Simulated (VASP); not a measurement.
Here is a VASP 6.6.1 calculation.

Contents of POSCAR:

```
NaI
1.0
    4.0405366006      0.0000000000      0.0000000000
    0.0000000000      4.0405366006      0.0000000000
    0.0000000000      0.0000000000      4.0405366006
Na I
1 1
Direct
    0.0000000000      0.0000000000      0.0000000000
    0.5000000000      0.5000000000      0.5000000000
```

INCAR.step1

```
SYSTEM = NaI
  PREC = Accurate
  ENCUT = 520
  ISMEAR = 0
  SIGMA = 0.01
  LREAL = .False.
  LASPH = .True.
  NELM = 100
  NBANDS = 14
  GGA = PE
  ALGO = Normal
  EDIFF = 1E-4
  LWAVE = .True.
  LCHARG = .False.
```

File INCAR.step2:

```
SYSTEM = NaI
  PREC = Accurate
  ENCUT = 520
  EDIFF = 1E-7
  ISMEAR = 0
  SIGMA = 0.01
  LREAL = .False.
  LASPH = .True.
  NELM = 100
  ALGO = Normal
  ISIF = 2
  LWAVE = .False.
  LCHARG = .False.
  METAGGA = R2SCAN
  LMIXTAU = .True.
  NBANDS = 14
  ISTART = 1
```

The input KPOINTS:

```
Automatic mesh
0
Gamma
  6 6 6
  0 0 0
```

Potentials or basis: VASP PAW PBE potentials, release 64 (Na_pv, I).

The run is started by

```bash
$ cat potpaw_PBE.64/Na_pv/POTCAR potpaw_PBE.64/I/POTCAR > POTCAR
$ cp INCAR.step1 INCAR
$ mpirun -np 1 vasp_std > vasp.out
$ cp INCAR.step2 INCAR
$ mpirun -np 1 vasp_std > vasp.out
```

(1) Estimate the pressure.

(2) Estimate the band gap on the k mesh.

Answers

(1) 0.0 GPa.

(2) 3.07 eV (least direct gap 3.36 eV).

Caveat: the structure was generated, so it needn't be the stable form of NaI; the PAW data sets were made with another functional, which shifts forces and pressure a little; spin-orbit coupling is left out, which moves the levels of the heavy elements.
